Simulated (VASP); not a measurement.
Sb, 1 atom in the cell. It takes space group Im-3m (No. 229, cubic). The conventional cell has a = 3.493 Å, b = 3.493 Å, c = 3.493 Å, α = 90.00°, β = 90.00°, γ = 90.00°. Within 4.0 Å of Sb (site symmetry m-3m) lie 14 Sb at 3.02 to 3.49 Å. 

```yaml
Program: VASP 6.6.1
Task: single point
Functional: LDA
Potentials_or_basis: VASP PAW LDA potentials, release 64 (Sb)
Cutoff: 500 eV
k_mesh: 9 × 9 × 9
Occupations: fermi-dirac, width 0.1 eV
Spin: no spin polarisation
Dipole_correction: no
Further_INCAR_settings: ALGO = Normal; EDIFF = 1e-06; NBANDS = 8
```

Potentials or basis: VASP PAW LDA potentials, release 64 (Sb).

Command:

```sh
$ cat potpaw_LDA.64/Sb/POTCAR > POTCAR
$ mpirun -np 1 vasp_std > vasp.out
```

Hardware: 1 thread of Intel Xeon 8259CL, on a shared host.

Problem. Estimate the wall time of this run.

Solution. Run time: 7.2 s on 1 thread of Intel Xeon 8259CL (shared host), peak memory 0.12 GiB. Counts: scf iterations 9, k points 35.
